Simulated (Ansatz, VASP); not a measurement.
**TaRu4 in VASP and in Ansatz**

INCAR

```
PREC     = Accurate       # precision mode
ENCUT    = 600            # plane-wave cutoff, eV
EDIFF    = 1E-7           # SCF threshold, eV
ISMEAR   = 0              # smearing method
SIGMA    = 0.1            # smearing width, eV
LREAL    = False          # projectors in reciprocal space
LASPH    = True           # aspherical terms in the spheres
NELM     = 60             # most SCF steps
ALGO     = Fast           # electronic algorithm
ISIF     = 3              # what is computed and relaxed
LWAVE    = False          # write WAVECAR
LCHARG   = False          # write CHGCAR
GGA      = PE             # functional
IBRION   = 2              # ionic algorithm
NSW      = 90             # ionic steps
EDIFFG   = -0.04          # ionic threshold
```

The input KPOINTS:

```
Automatic mesh
0
Gamma
  6 6 1
```

Contents of POSCAR:

```
TaRu4
1.0
    2.7357085100      0.0000000000      0.0000000000
   -1.3678542500      2.3691930600      0.0000000000
    0.0000000000      0.0000000000     21.6745802200
Ta Ru
2 8
Direct
    0.3333333300      0.6666666700      0.7500000000
    0.6666666700      0.3333333300      0.2500000000
    0.3333333300      0.6666666700      0.9500000000
    0.3333333300      0.6666666700      0.1500000000
    0.3333333300      0.6666666700      0.3500000000
    0.3333333300      0.6666666700      0.5500000000
    0.6666666700      0.3333333300      0.8500000000
    0.6666666700      0.3333333300      0.0500000000
    0.6666666700      0.3333333300      0.4500000000
    0.6666666700      0.3333333300      0.6500000000
```

Input for Ansatz:

```yaml
crystal:
  lattice:
    - [2.73570851, 0.0, 0.0]
    - [-1.36785425, 2.36919306, 0.0]
    - [0.0, 0.0, 21.67458022]
  atoms:
    - { symbol: Ta, position: [0.33333333, 0.66666667, 0.75] }
    - { symbol: Ta, position: [0.66666667, 0.33333333, 0.25] }
    - { symbol: Ru, position: [0.33333333, 0.66666667, 0.95] }
    - { symbol: Ru, position: [0.33333333, 0.66666667, 0.15] }
    - { symbol: Ru, position: [0.33333333, 0.66666667, 0.35] }
    - { symbol: Ru, position: [0.33333333, 0.66666667, 0.55] }
    - { symbol: Ru, position: [0.66666667, 0.33333333, 0.85] }
    - { symbol: Ru, position: [0.66666667, 0.33333333, 0.05] }
    - { symbol: Ru, position: [0.66666667, 0.33333333, 0.45] }
    - { symbol: Ru, position: [0.66666667, 0.33333333, 0.65] }
basis:
  ecutwfc: 420
kpoints:
  mp_grid: { grid: [6, 6, 1] }
hamiltonian:
  xc: pbe
scf:
  occupations: { method: gaussian, width: 0.1 }
  lower_state_search: "off"
output:
  forces: true
  stress: true
  eigenvalues: true
relax:
  adjacent_minimum: "off"
  f_tol: 0.04
  max_steps: 70
  cell: { stress_tol: 0.4 }
```

Alike in both runs: task relaxation of cell and atoms; functional PBE; k mesh 6 × 6 × 1; occupations gaussian, width 0.1 eV; no spin polarisation.

|  | VASP | Ansatz |
| --- | --- | --- |
| version | VASP 6.6.1 | Ansatz 0.2.0 |
| potentials or method | VASP PAW PBE potentials, release 64 (Ta_pv, Ru_pv), cutoff 600 eV | scalar-relativistic, plane waves, PAW |
| valence electrons in the cell | 134 | 154 |

VASP gave:

* gap on the k mesh at the Fermi level, each at its own relaxed structure (eV): none
* relaxed volume (Å³/atom): 14.69
* relaxed length of the cell vector where the two differ most in proportion (Å): 22.188

Task: What did Ansatz give for the same quantities?

Result: gap on the k mesh at the Fermi level, each at its own relaxed structure (eV): none; relaxed volume (Å³/atom): 14.70; relaxed length of the cell vector where the two differ most in proportion (Å): 22.197.

A gap of «none» marks a metal or a gap that the smearing closes. VASP's potentials hold 134 valence electrons a cell and Ansatz's 154, so a difference there can come from the potentials and not from the codes.

The k mesh is coarse, so the values compare programs but aren't converged. Neither program's run includes spin-orbit coupling.
